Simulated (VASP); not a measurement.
# Ge (Cmcm) in VASP: a series of runs

Aim: see how the results for Ge move with the level of theory and the settings. Levels: PBE, LDA. Tasks: single point.

Everything below comes from runs of VASP 6.6.1. Logs are shortened: lines on timing, memory, paths and dates and some standing lists are left out, and cuts for length are marked.

### Step 1. The cell of the first run

The structure is orthorhombic, space group Cmcm (No. 63). Conventional cell: a = 2.915 Å, b = 5.083 Å, c = 4.631 Å, α = 90.00°, β = 90.00°, γ = 90.00°. Ge (site symmetry m2m) has 12 Ge at 2.86 to 2.93 Å within 3.8 Å.

### Step 2. Single point, PBE

INCAR reads:

```
ALGO     = Normal         # electronic algorithm
EDIFF    = 1E-7           # SCF threshold, eV
ENCUT    = 520            # plane-wave cutoff, eV
GGA      = PE             # functional
ISIF     = 2              # what is computed and relaxed
ISMEAR   = -1             # smearing method
LASPH    = T              # aspherical terms in the spheres
LCHARG   = F              # write CHGCAR
LREAL    = F              # projectors in reciprocal space
LWAVE    = F              # write WAVECAR
NBANDS   = 21             # bands
NELM     = 80             # most SCF steps
PREC     = Accurate       # precision mode
SIGMA    = 0.05           # smearing width, eV
```

KPOINTS reads:

```
k-points
0
Gamma
  10 10 6
```

POSCAR reads:

```
Ge
1.0
    1.4576759744     -2.5417218984      0.0000000000
    1.4576759744      2.5417218984      0.0000000000
    0.0000000000      0.0000000000      4.6310871635
Ge
2
Direct
    0.3334466300      0.6665533700      0.2500000000
    0.6665533700      0.3334466300      0.7500000000
```

Potentials or basis: VASP PAW PBE potentials, release 64 (Ge_d).

On the command line:

```sh
cat potpaw_PBE.64/Ge_d/POTCAR > POTCAR
mpirun -np 1 vasp_std > vasp.out
```

OUTCAR:

```text
EDIFF = 1E-7
   ENCUT = 520
   GGA = PE
   ISIF = 2
   ISMEAR = -1
   LASPH = T
   LREAL = F
   NELM = 80
   PREC = Accurate

 ion  position               nearest neighbor table
   1  0.333  0.667  0.250-   2 2.86   2 2.86   2 2.86   2 2.86   2 2.87   2 2.87
   2  0.667  0.333  0.750-   1 2.86   1 2.86   1 2.86   1 2.86   1 2.87   1 2.87

  LATTYP: Found a base centered orthorhombic cell.
 ALAT       =     2.9153519488
 B/A-ratio  =     1.7436809984
 C/A-ratio  =     1.5885173539

  Lattice vectors:

 A1 = (   1.4576759744,  -2.5417218984,   0.0000000000)
 A2 = (   1.4576759744,   2.5417218984,   0.0000000000)
 A3 = (   0.0000000000,   0.0000000000,   4.6310871635)

Analysis of symmetry for initial positions (statically):
=====================================================================
 Subroutine PRICEL returns:
 Original cell was already a primitive cell.

 Routine SETGRP: Setting up the symmetry group for a
 base centered orthorhombic supercell.

 Subroutine GETGRP returns: Found  8 space group operations
 (whereof  4 operations were pure point group operations)
 out of a pool of  8 trial point group operations.

The static configuration has the point symmetry C_2h.
 The point group associated with its full space group is D_2h.

Analysis of symmetry for dynamics (positions and initial velocities):
=====================================================================
 Subroutine PRICEL returns:
 Original cell was already a primitive cell.

 Routine SETGRP: Setting up the symmetry group for a
 base centered orthorhombic supercell.

 Subroutine GETGRP returns: Found  8 space group operations
 (whereof  4 operations were pure point group operations)
 out of a pool of  8 trial point group operations.

The dynamic configuration has the point symmetry C_2h.
 The point group associated with its full space group is D_2h.

 Subroutine INISYM returns: Found  8 space group operations
 (whereof  4 operations are pure point group operations),
 and found     1 'primitive' translations

----------------------------------------------------------------------------------------

                                     Primitive cell

  volume of cell :      34.3164

  direct lattice vectors                    reciprocal lattice vectors
     1.457675974 -2.541721898  0.000000000     0.343011759 -0.196717037  0.000000000
     1.457675974  2.541721898  0.000000000     0.343011759  0.196717037  0.000000000
     0.000000000  0.000000000  4.631087164     0.000000000  0.000000000  0.215932019

  length of vectors
     2.930045982  2.930045982  4.631087164     0.395417070  0.395417070  0.215932019

  position of ions in fractional coordinates (direct lattice)
     0.333446630  0.666553370  0.250000000
     0.666553370  0.333446630  0.750000000

  ion indices of the primitive-cell ions
   primitive index   ion index
                 1           1
                 2           2

----------------------------------------------------------------------------------------

 KPOINTS: k-points

Automatic generation of k-mesh.
 Grid dimensions read from file:
 generate k-points for:   10   10    6

 Generating k-lattice:

  Cartesian coordinates                     Fractional coordinates (reciprocal lattice)
     0.034301176 -0.019671704  0.000000000     0.100000000  0.000000000  0.000000000
     0.034301176  0.019671704  0.000000000     0.000000000  0.100000000  0.000000000
     0.000000000  0.000000000  0.035988670     0.000000000  0.000000000  0.166666667

  Length of vectors
     0.039541707  0.039541707  0.035988670

  Shift w.r.t. Gamma in fractional coordinates (k-lattice)
     0.000000000  0.000000000  0.000000000

 Subroutine IBZKPT returns following result:
 ===========================================

 Found    124 irreducible k-points:

 Following reciprocal coordinates:
            Coordinates               Weight
  0.000000  0.000000  0.000000      1.000000
  0.100000  0.000000  0.000000      4.000000
  0.200000  0.000000  0.000000      4.000000
  0.300000  0.000000  0.000000      4.000000
  0.400000  0.000000  0.000000      4.000000
  0.500000  0.000000  0.000000      2.000000
[... 16 lines left out ...]
  0.300000  0.300000  0.000000      2.000000
  0.400000  0.300000  0.000000      4.000000
 [... further k-points ...]
   k-points           NKPTS =    124   k-points in BZ     NKDIM =    124   number of bands    NBANDS=     21
   number of dos      NEDOS =    301   number of ions     NIONS =      2
   total plane-waves  NPLWV =  20736
   dimension x,y,z NGX =    24 NGY =   24 NGZ =   36
   dimension x,y,z NGXF=    48 NGYF=   48 NGZF=   72
   ions per type =               2
   NGX,Y,Z   is equivalent  to a cutoff of  13.62, 13.62, 12.92 a.u.
   NGXF,Y,Z  is equivalent  to a cutoff of  27.23, 27.23, 25.85 a.u.
 SYSTEM =  unknown system
   PREC   = accura    normal or accurate (medium, high low for compatibility)
   ISTART =      0    job   : 0-new  1-cont  2-samecut
   ICHARG =      2    charge: 1-file 2-atom 10-const
   ISPIN  =      1    spin polarized calculation?
   LNONCOLLINEAR =      F non collinear calculations
   LSORBIT =      F    spin-orbit coupling
   LASPH  =      T    aspherical Exc in radial PAW
   ENCUT  =  520.0 eV  38.22 Ry    6.18 a.u.   5.45  5.45  8.61*2*pi/ulx,y,z
   NELM   =     80;   NELMIN=  2; NELMDL= -5     # of ELM steps
   EDIFF  = 0.1E-06   stopping-criterion for ELM
   LREAL  =      F    real-space projection
   EDIFFG = 0.1E-05   stopping-criterion for IOM
   NSW    =      0    number of steps for IOM
   IBRION =     -1    ionic relax: 0-MD 1-quasi-New 2-CG
   NFREE  =      0    steps in history (QN), initial steepest desc. (CG)
   ISIF   =      2    stress and relaxation
   ISYM   =      2    0-nonsym 1-usesym 2-fastsym
   POTIM  = 0.5000    time-step for ionic-motion
   TEBEG  =    0.0;   TEEND  =   0.0 temperature during run
   PSTRESS=    0.0 pullay stress
   NELECT =      28.0000    total number of electrons
   NUPDOWN=      -1.0000    fix difference up-down
   EMIN   =  10.00;   EMAX   =-10.00  energy-range for DOS
   EFERMI =   0.00;   METHOD = LEGACY
   ISMEAR =    -1;   SIGMA  =   0.05  broadening in eV -4-tet -1-fermi 0-gaus
   EFERMI_NEDOS =   21; number of points for ismear=-14 and -15
   IALGO  =     38    algorithm
   IMIX   =      4    mixing-type and parameters
     AMIX     =   0.40;   BMIX     =  1.00
     AMIX_MAG =   1.60;   BMIX_MAG =  1.00
  volume/ion in A,a.u.               =      17.16       115.79
  Fermi-wavevector in a.u.,A,eV,Ry     =   1.529772  2.890851 31.840407  2.340204
  Thomas-Fermi vector in A             =   2.637347
   LORBIT       =      0    0 simple, 1 ext, 2 COOP (PROOUT), +10 PAW based schemes
   GGA     = PE    functional components
   LHFCALC =     F    Hartree Fock is set to
   AEXX    =    0.0000 exact exchange contribution
   IVDW    =     0    specifies the selected vdW correction
   LEPSILON=     F    determine dielectric tensor
   LRPA    =     F    only Hartree local field effects (RPA)
 non-spin polarized calculation
  energy-cutoff  :      520.00
  volume of cell :       34.32
 maximum number of plane-waves:       954
 NGX is ok and might be reduce to    24
   NGX = 11   NGY = 11   NGZ = 17

 number of electron      28.0000001 magnetization

 Free energy of the ion-electron system (eV)
  ---------------------------------------------------
  ext. energy  EPLUGINS =         0.00000000
  ---------------------------------------------------
  free energy    TOTEN  =        -8.26662892 eV

  energy without entropy =       -8.25726887  energy(sigma->0) =       -8.26194890

 E-fermi :   7.7326     XC(G=0): -11.7840

 val. band max:        7.7199584817   @ k =   0.5000   0.3000   0.1667
 cond. band min:       7.7566064865   @ k =   0.3000   0.2000   0.1667
 fundamental gap:      0.0366480048
 Fermi energy:         7.7325502586

 k-point     1 :       0.0000    0.0000    0.0000
  band No.  band energies     occupation
      1     -16.9238      2.00000
      2     -16.9074      2.00000
      3     -16.9052      2.00000
      4     -16.9029      2.00000
      5     -16.8958      2.00000
      6     -16.8919      2.00000
[... 13 lines left out ...]
     20      20.9838      0.00000
     21      22.4889      0.00000

 k-point     2 :       0.1000    0.0000    0.0000
  band No.  band energies     occupation
      1     -16.9249      2.00000
      2     -16.9128      2.00000
      3     -16.8960      2.00000
      4     -16.8915      2.00000
      5     -16.8883      2.00000
      6     -16.8849      2.00000
[... 13 lines left out ...]
     20      21.3610      0.00000
     21      22.4973      0.00000

 k-point     3 :       0.2000    0.0000    0.0000
  band No.  band energies     occupation
      1     -16.9422      2.00000
      2     -16.9057      2.00000
      3     -16.8985      2.00000
      4     -16.8953      2.00000
      5     -16.8853      2.00000
      6     -16.8689      2.00000
[... 13 lines left out ...]
     20      21.1619      0.00000
     21      22.4222      0.00000

 k-point     4 :       0.3000    0.0000    0.0000
  band No.  band energies     occupation
      1     -16.9627      2.00000
      2     -16.9179      2.00000
      3     -16.9072      2.00000
      4     -16.9058      2.00000
      5     -16.8700      2.00000
      6     -16.8358      2.00000
[... 13 lines left out ...]
     20      20.2044      0.00000
     21      21.7321      0.00000

 k-point     5 :       0.4000    0.0000    0.0000
  band No.  band energies     occupation
      1     -16.9782      2.00000
      2     -16.9354      2.00000
      3     -16.9163      2.00000
      4     -16.9100      2.00000
      5     -16.8548      2.00000
      6     -16.8463      2.00000
[... 13 lines left out ...]
     20      19.6164      0.00000
     21      21.1009      0.00000

 k-point     6 :       0.5000    0.0000    0.0000
  band No.  band energies     occupation
      1     -16.9841      2.00000
      2     -16.9424      2.00000
      3     -16.9197      2.00000
      4     -16.9120      2.00000
      5     -16.8507      2.00000
      6     -16.8489      2.00000
[... 13 lines left out ...]
     20      19.4127      0.00000
     21      20.8910      0.00000

 k-point     7 :       0.1000    0.1000    0.0000
  band No.  band energies     occupation
      1     -16.9246      2.00000
      2     -16.9219      2.00000
      3     -16.8948      2.00000
      4     -16.8916      2.00000
      5     -16.8835      2.00000
      6     -16.8783      2.00000
[... 13 lines left out ...]
     20      19.9793      0.00000
     21      21.0219      0.00000
[... 291 lines left out ...]
      1     -16.9336      2.00000
      2     -16.9267      2.00000
      3     -16.9249      2.00000
      4     -16.9020      2.00000
      5     -16.8622      2.00000
      6     -16.8458      2.00000
[... 13 lines left out ...]
     20      20.6383      0.00000
     21      21.5420      0.00000

 k-point    21 :      -0.3000    0.2000    0.0000
  band No.  band energies     occupation
      1     -16.9448      2.00000
      2     -16.9126      2.00000
      3     -16.9123      2.00000
      4     -16.8998      2.00000
      5     -16.8794      2.00000
      6     -16.8550      2.00000
[... 13 lines left out ...]
     20      18.8884      0.00000
     21      21.9819      0.00000

 k-point    22 :      -0.2000    0.2000    0.0000
  band No.  band energies     occupation
      1     -16.9452      2.00000
      2     -16.9063      2.00000
      3     -16.8984      2.00000
      4     -16.8943      2.00000
      5     -16.8878      2.00000
      6     -16.8670      2.00000
[... 13 lines left out ...]
     20      21.1824      0.00000
     21      22.5493      0.00000

 k-point    23 :       0.3000    0.3000    0.0000
  band No.  band energies     occupation
      1     -16.9629      2.00000
      2     -16.9032      2.00000
      3     -16.8993      2.00000
      4     -16.8891      2.00000
      5     -16.8686      2.00000
      6     -16.8525      2.00000
[... 13 lines left out ...]
     20      23.9468      0.00000
     21      24.5106      0.00000

 k-point    24 :       0.4000    0.3000    0.0000
  band No.  band energies     occupation
      1     -16.9625      2.00000
      2     -16.9028      2.00000
      3     -16.8983      2.00000
      4     -16.8878      2.00000
      5     -16.8694      2.00000
      6     -16.8542      2.00000
[... 13 lines left out ...]
     20      24.0839      0.00000
     21      24.6884      0.00000

 [... further k-points ...]
[... 5 lines left out ...]
  --------------------------------------------------------------------------------------
  -------------------------------------------------------------------------------------
  Total        1.9384994      2.0269306      2.6567522      0.0000000      0.0000000      0.0000000
  in kB       90.5053566     94.6340628    124.0393983      0.0000000      0.0000000      0.0000000
  external PRESSURE =     103.0596059 kB  Pullay stress =       0.0000000 kB

 VOLUME and BASIS-vectors are now :
 -----------------------------------------------------------------------------
  energy-cutoff  :      520.00
  volume of cell :       34.32
      direct lattice vectors                 reciprocal lattice vectors
     1.457675974 -2.541721898  0.000000000     0.343011759 -0.196717037  0.000000000
     1.457675974  2.541721898  0.000000000     0.343011759  0.196717037  0.000000000
     0.000000000  0.000000000  4.631087164     0.000000000  0.000000000  0.215932019

 POSITION                                       TOTAL-FORCE (eV/Angst)
 -----------------------------------------------------------------------------------
      1.45768      0.84666      1.15777         0.000000     -0.002900      0.000000
      1.45768     -0.84666      3.47332         0.000000      0.002900      0.000000
 -----------------------------------------------------------------------------------
    total drift:                                0.000000     -0.000000      0.000000

  FREE ENERGIE OF THE ION-ELECTRON SYSTEM (eV)
  ---------------------------------------------------
  free  energy   TOTEN  =        -8.2666289236 eV

  energy  without entropy=       -8.2572688696  energy(sigma->0) =       -8.26194890
```

It took 28 s on 1 thread of Intel Xeon 6975P-C (Granite Rapids), shared host; peak memory 0.19 GiB.

Results:

| Item | Value |
| --- | --- |
| Free energy | -8.2666 eV |
| Pressure | 10.3 GPa |
| Band gap on the k mesh | zero (band 14 reaches 14.95 eV, above the bottom of band 15 at 5.42 eV) |

Forces in eV/Å, atoms in the order of the input:
```
Ge   0.000 -0.003  0.000
Ge   0.000  0.003  0.000
```

(Part 1 of 2 ends here.)
